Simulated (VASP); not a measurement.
# CdS (P6_3mc) in VASP: elastic constants with PBEsol

Aim: the elastic constants of CdS with PBEsol.

Program: VASP 6.6.1. These are calculated values, not measurements. Logs are shortened: lines on timing, memory, paths and dates and some standing lists are left out, and cuts for length are marked.

## (1) The cell of the first run

Symmetry: P6_3mc, No. 186, hexagonal system. Conventional cell: a = 3.996 Å, b = 3.996 Å, c = 6.515 Å, α = 90.00°, β = 90.00°, γ = 120.00°. Cd (site symmetry 3m) has 4 S at 2.44 to 2.45 Å within 3.2 Å. S (site symmetry 3m) has 4 Cd at 2.44 to 2.45 Å within 3.2 Å.

## (2) Elastic constants, PBEsol

INCAR

```
PREC = Accurate
ENCUT = 600
EDIFF = 1E-8
ISMEAR = 0
SIGMA = 0.01
LREAL = False
LASPH = True
NELM = 60
ALGO = Normal
ISIF = 3
LWAVE = False
LCHARG = True
GGA = PS
IBRION = 6
NFREE = 2
POTIM = 0.015
NSW = 1
```

KPOINTS

```
regular mesh
0
Gamma
  6 6 4
```

POSCAR

```
CdS
1.0
    3.9958942152      0.0000000000      0.0000000000
   -1.9979471076      3.4605459012      0.0000000000
    0.0000000000      0.0000000000      6.5153907645
Cd S
2 2
Direct
    0.3333333333      0.6666666667     -0.0003732927
    0.6666666667      0.3333333333      0.4996267073
    0.3333333333      0.6666666667      0.3753732927
    0.6666666667      0.3333333333      0.8753732927
```

Potentials or basis: VASP PAW PBE potentials, release 64 (Cd, S).

Launch:

```sh
cat potpaw_PBE.64/Cd/POTCAR potpaw_PBE.64/S/POTCAR > POTCAR
mpirun -np 1 vasp_std > vasp.out
```

OUTCAR:

```text
PREC = Accurate
   ENCUT = 600
   EDIFF = 1E-8
   ISMEAR = 0
   LREAL = False
   LASPH = True
   NELM = 60
   ISIF = 3
   GGA = PS
   IBRION = 6
   NFREE = 2
   POTIM = 0.015
   NSW = 1

 ion  position               nearest neighbor table
   1  0.333  0.667  1.000-   4 2.44   4 2.44   4 2.44   3 2.45
   2  0.667  0.333  0.500-   3 2.44   3 2.44   3 2.44   4 2.45
   3  0.333  0.667  0.375-   2 2.44   2 2.44   2 2.44   1 2.45
   4  0.667  0.333  0.875-   1 2.44   1 2.44   1 2.44   2 2.45

  LATTYP: Found a hexagonal cell.
 ALAT       =     3.9958942152
 C/A-ratio  =     1.6305213336

  Lattice vectors:

 A1 = (   3.9958942152,   0.0000000000,   0.0000000000)
 A2 = (  -1.9979471076,   3.4605459012,   0.0000000000)
 A3 = (   0.0000000000,   0.0000000000,   6.5153907645)

Analysis of symmetry for initial positions (statically):
=====================================================================
 Subroutine PRICEL returns:
 Original cell was already a primitive cell.

 Routine SETGRP: Setting up the symmetry group for a
 hexagonal supercell.

 Subroutine GETGRP returns: Found 12 space group operations
 (whereof  6 operations were pure point group operations)
 out of a pool of 24 trial point group operations.

The static configuration has the point symmetry C_3v.
 The point group associated with its full space group is C_6v.

Analysis of symmetry for dynamics (positions and initial velocities):
=====================================================================
 Subroutine PRICEL returns:
 Original cell was already a primitive cell.

 Routine SETGRP: Setting up the symmetry group for a
 hexagonal supercell.

 Subroutine GETGRP returns: Found 12 space group operations
 (whereof  6 operations were pure point group operations)
 out of a pool of 24 trial point group operations.

The dynamic configuration has the point symmetry C_3v.
 The point group associated with its full space group is C_6v.

 Subroutine INISYM returns: Found 12 space group operations
 (whereof  6 operations are pure point group operations),
 and found     1 'primitive' translations

----------------------------------------------------------------------------------------

                                     Primitive cell

  volume of cell :      90.0947

  direct lattice vectors                    reciprocal lattice vectors
     3.995894215  0.000000000  0.000000000     0.250256875  0.144485874  0.000000000
    -1.997947108  3.460545901  0.000000000     0.000000000  0.288971749  0.000000000
     0.000000000  0.000000000  6.515390765     0.000000000  0.000000000  0.153482736

  length of vectors
     3.995894215  3.995894215  6.515390765     0.288971749  0.288971749  0.153482736

  position of ions in fractional coordinates (direct lattice)
     0.333333333  0.666666667  0.999626707
     0.666666667  0.333333333  0.499626707
     0.333333333  0.666666667  0.375373293
     0.666666667  0.333333333  0.875373293

  ion indices of the primitive-cell ions
   primitive index   ion index
                 1           1
                 2           2
                 3           3
[... 92 lines left out ...]
  Thomas-Fermi vector in A             =   2.341488
   LORBIT       =      0    0 simple, 1 ext, 2 COOP (PROOUT), +10 PAW based schemes
   GGA     = PS    functional components
   LHFCALC =     F    Hartree Fock is set to
   AEXX    =    0.0000 exact exchange contribution
   IVDW    =     0    specifies the selected vdW correction
   LEPSILON=     F    determine dielectric tensor
   LRPA    =     F    only Hartree local field effects (RPA)
 finite differences with symmetry
 non-spin polarized calculation
 Gauss-broadening in eV      SIGMA  =   0.01
  energy-cutoff  :      600.00
  volume of cell :       90.09
 maximum number of plane-waves:      3027
 NGX is ok and might be reduce to    32
   NGX = 15   NGY = 15   NGZ = 27

--------------------------------------- Ionic step        1  -------------------------------------------

 number of electron      36.0000001 magnetization

 Free energy of the ion-electron system (eV)
  ---------------------------------------------------
  ext. energy  EPLUGINS =         0.00000000
  ---------------------------------------------------
  free energy    TOTEN  =       -13.42698603 eV

  energy without entropy =      -13.42698603  energy(sigma->0) =      -13.42698603

------------------------ aborting loop because EDIFF is reached ----------------------------------------

  FORCE on cell =-STRESS in cart. coord.  units (eV):
  Direction    XX          YY          ZZ          XY          YZ          ZX
  --------------------------------------------------------------------------------------
  -------------------------------------------------------------------------------------
  Total        4.2518363      4.2518363      4.2510289      0.0000000      0.0000000      0.0000000
  in kB       75.6115354     75.6115354     75.5971760      0.0000000      0.0000000      0.0000000
  external PRESSURE =      75.6067489 kB  Pullay stress =       0.0000000 kB
[... 95 lines left out ...]
  FREE ENERGIE OF THE ION-ELECTRON SYSTEM (eV)
  ---------------------------------------------------
  free  energy   TOTEN  =       -13.3518194209 eV

  energy  without entropy=      -13.3518194209  energy(sigma->0) =      -13.35181942

[... ionic steps 4 to 18 ...]

--------------------------------------- Ionic step       19  -------------------------------------------

 number of electron      36.0000001 magnetization

------------------------ aborting loop because EDIFF is reached ----------------------------------------
[... 71 lines left out ...]
--------------------------------------- Ionic step       21  -------------------------------------------

 number of electron      36.0000001 magnetization

 Free energy of the ion-electron system (eV)
  ---------------------------------------------------
  ext. energy  EPLUGINS =         0.00000000
  ---------------------------------------------------
  free energy    TOTEN  =       -13.42586619 eV

  energy without entropy =      -13.42586619  energy(sigma->0) =      -13.42586619

 E-fermi :   2.1453     XC(G=0):  -9.8324

 val. band max:        2.1034374831   @ k =   0.0000   0.0000   0.0000
 cond. band min:       3.3945211539   @ k =   0.0000   0.0000   0.0000
 fundamental gap:      1.2910836708
 Fermi energy:         2.1453485842

 k-point     1 :       0.0000    0.0000    0.0000
  band No.  band energies     occupation
      1     -10.9439      2.00000
      2     -10.3966      2.00000
      3      -6.0440      2.00000
      4      -6.0172      2.00000
      5      -6.0172      2.00000
      6      -5.9041      2.00000
[... 620 lines left out ...]
  FREE ENERGIE OF THE ION-ELECTRON SYSTEM (eV)
  ---------------------------------------------------
  free  energy   TOTEN  =       -13.4258661917 eV

  energy  without entropy=      -13.4258661917  energy(sigma->0) =      -13.42586619

 INTERNAL STRAIN TENSORS FROM STRAINED CELLS
 ============================================

 INTERNAL STRAIN TENSOR FOR ION    1 for displacements in x,y,z  (eV/Angst):
          X           Y           Z          XY          YZ          ZX
  --------------------------------------------------------------------------------
  x     0.00000    -0.00000     0.00000    -9.02107     0.00000    -6.39914
  y    -9.05463     9.07170     0.00000     0.00003    -6.39950    -0.00003
  z    -6.40607    -6.41051    12.43247     0.00024    -0.00855    -0.00002

 INTERNAL STRAIN TENSORS FROM DISPLACED ATOMS
 ============================================

 INTERNAL STRAIN TENSOR FOR ION    1 for displacements in x,y,z  (eV/Angst):
          X           Y           Z          XY          YZ          ZX
  --------------------------------------------------------------------------------
  x     0.00000     0.00000     0.00000    -9.02054     0.00000    -6.41582
  y    -9.02054     9.02054     0.00000     0.00000    -6.41582     0.00000
  z    -6.38558    -6.38558    12.38162    -0.00000     0.00000     0.00000

 INTERNAL STRAIN TENSOR FOR ION    4 for displacements in x,y,z  (eV/Angst):
          X           Y           Z          XY          YZ          ZX
  --------------------------------------------------------------------------------
  x     0.00000     0.00000     0.00000    10.32024     0.00000     6.40162
  y    10.32024   -10.32024    -0.00000     0.00000     6.40162     0.00000
  z     6.38569     6.38569   -12.37234     0.00000     0.00000     0.00000

 Eigenvectors and eigenvalues of the dynamical matrix
 ----------------------------------------------------

   1 f  =   10.235889 THz    64.313989 2PiTHz  341.432515 cm-1    42.332218 meV
             X         Y         Z           dx          dy          dz
     -0.000000  2.307031  6.512959    -0.000000    0.000000    0.159111
      1.997947  1.153515  3.255263     0.000000   -0.000000   -0.159111
     -0.000000  2.307031  2.445704    -0.000000    0.000000   -0.688973
      1.997947  1.153515  5.703399     0.000000   -0.000000    0.688973
[... 71 lines left out ...]
  12 f/i=    0.003890 THz     0.024445 2PiTHz    0.129773 cm-1     0.016090 meV
             X         Y         Z           dx          dy          dz
     -0.000000  2.307031  6.512959     0.547484    0.298491   -0.000000
      1.997947  1.153515  3.255263     0.547484    0.298491   -0.000000
     -0.000000  2.307031  2.445704     0.292733    0.159599   -0.000000
      1.997947  1.153515  5.703399     0.292733    0.159599   -0.000000

--------------------------------------------------------------------------------------------------------

 ELASTIC MODULI CONTR FROM IONIC RELAXATION (kBar)
 Direction    XX          YY          ZZ          XY          YZ          ZX
 --------------------------------------------------------------------------------
 XX        -674.3364    257.8372    403.6406      0.0000      0.0000     -0.0000
 YY         257.8372   -674.3364    403.6406     -0.0000      0.0000      0.0000
 ZZ         403.6406    403.6406   -782.3580     -0.0000     -0.0000     -0.0000
 XY           0.0000     -0.0000     -0.0000   -466.0868     -0.0000      0.0000
 YZ           0.0000     -0.0000     -0.0000     -0.0000   -201.2745     -0.0000
 ZX          -0.0000      0.0000     -0.0000      0.0000     -0.0000   -201.2744
 --------------------------------------------------------------------------------

 TOTAL ELASTIC MODULI (kBar)
 Direction    XX          YY          ZZ          XY          YZ          ZX
 --------------------------------------------------------------------------------
 XX         994.1356    836.0216    753.2716      0.0000      0.0000     -0.0000
 YY         836.0216    994.1356    753.2716     -0.0000      0.0000      0.0000
 ZZ         753.2716    753.2716   1133.9942     -0.0000     -0.0000     -0.0000
 XY           0.0000     -0.0000     -0.0000     79.0570     -0.0000      0.0000
 YZ           0.0000     -0.0000     -0.0000     -0.0000     93.1556     -0.0000
 ZX          -0.0000      0.0000     -0.0000      0.0000     -0.0000     93.1556
 --------------------------------------------------------------------------------
```

Wall time 42 min (1 thread of Intel Xeon 8259CL, shared host); peak memory 0.44 GiB.

What came out:

* Voigt bulk modulus: 87 GPa
* Highest phonon frequency at Γ, LO-TO splitting left out: 341 cm⁻¹

Phonon frequencies in cm⁻¹ (negative: imaginary):
```
              q point                              frequencies
(0.000, 0.000, 0.000)  0 0 0 22 22 144 276 281 281 297 297 341
```

Elastic tensor in Voigt notation (GPa, in the Cartesian axes of the cell as first typed):
```
 99  84  75   0   0   0
 84  99  75   0   0   0
 75  75 113   0   0   0
  0   0   0   9   0   0
  0   0   0   0   9   0
  0   0   0   0   0   8
```

Clamped-ion elastic tensor (GPa):
```
167  58  35   0   0   0
 58 167  35   0   0   0
 35  35 192   0   0   0
  0   0   0  29   0   0
  0   0   0   0  29   0
  0   0   0   0   0  55
```

Caveat: the cell is under stress, which shifts elastic constants; the PAW data sets were made with another functional, which shifts forces and pressure a little.
